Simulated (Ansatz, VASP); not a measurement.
# Pb in VASP and in Ansatz

Contents of INCAR:

```
SYSTEM = Pb
PREC = Accurate ; ENCUT = 520
EDIFF = 1E-6 ; ISMEAR = 0
SIGMA = 0.15 ; LREAL = .False.
LASPH = .True. ; NELM = 100
ALGO = Normal ; ISIF = 2
LWAVE = .False. ; LCHARG = .False.
GGA = CA ; NBANDS = 13
```

The input KPOINTS:

```
Automatic mesh
0
Gamma
  16 16 16
  0 0 0
```

The input POSCAR:

```
Pb
1.0
    0.0000000000      2.4698000000      2.2722160000
    2.4698000000      0.0000000000      2.2722160000
    2.4698000000      2.4698000000      0.0000000000
Pb
1
Direct
    0.0000000000      0.0000000000      0.0000000000
```

Input for Ansatz:

```yaml
crystal:
  lattice:
    - [0.0, 2.4698, 2.272216]
    - [2.4698, 0.0, 2.272216]
    - [2.4698, 2.4698, 0.0]
  atoms:
    - { symbol: Pb, position: [0.0, 0.0, 0.0] }
basis:
  ecutwfc: 420
kpoints:
  mp_grid: { grid: [16, 16, 16] }
hamiltonian:
  xc: lda
scf:
  occupations: { method: gaussian, width: 0.15 }
output:
  forces: true
  stress: true
  eigenvalues: true
```

Change from the starting cell: strain +0.000 along x and y, -0.080 along z, atoms carried along.

Alike in both runs: task single point; functional LDA; k mesh 16 × 16 × 16; occupations gaussian, width 0.15 eV; no spin polarisation.

|  | VASP | Ansatz |
| --- | --- | --- |
| version | VASP 6.6.1 | Ansatz 0.2.0 |
| potentials or method | VASP PAW LDA potentials, release 64 (Pb_d), cutoff 520 eV | scalar-relativistic, plane waves, PAW |
| valence electrons in the cell | 14 | 14 |

Ansatz gave:

```
gap on the k mesh at the Fermi level (eV)                     : none
pressure (GPa)                                                : 2.7
traceless stress, the component that is largest in VASP (GPa) : 0.84
```

**Question.** Estimate VASP's values.

**Answer.** gap on the k mesh at the Fermi level (eV): none; pressure (GPa): 2.8; traceless stress, the component that is largest in VASP (GPa): 0.83.

LDA's correlation is that of Perdew and Zunger in VASP and of Perdew and Wang (1992) in Ansatz. A gap of «none» marks a metal or a gap that the smearing closes.

Neither program's run includes spin-orbit coupling.
